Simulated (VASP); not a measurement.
CsGeF3:

```xyz
5
Lattice="4.4291 0.0000 0.0000 0.0000 4.4291 0.0000 0.0000 0.0000 4.4291" Properties=species:S:1:pos:R:3 pbc="T T T"
Cs    0.0000    0.0000    0.0000
Ge    2.2145    2.2145    2.2145
F     2.2145    2.2145    0.0000
F     2.2145    0.0000    2.2145
F     0.0000    2.2145    2.2145
```

This cell differs from its parent crystal: strain -1.5%.

Program: VASP 6.6.1. Alike in all runs: task single point; potentials or basis VASP PAW PBE potentials, release 64 (Cs_sv, Ge_d, F); no spin polarisation; cell as given; cutoff (eV) 520.

**Question.** Order these runs on this cell by their band gap on the k mesh, lowest first.
A. level PBE; k mesh 6 × 6 × 6; smearing fermi-dirac 0.02 eV
B. level HSE06; k mesh 4 × 4 × 4; smearing gaussian 0.01 eV; grid for exact exchange (PRECFOCK) Fast; share of exact exchange 0.25; screening parameter 0.2079 1/Å
C. level r2SCAN; k mesh 6 × 6 × 6; smearing gaussian 0.01 eV

**Answer.** A (1.62 eV), C (1.86 eV), B (2.51 eV).

Caveats: spin-orbit coupling is left out, which moves the levels of the heavy elements.

A k mesh can miss the band edges.
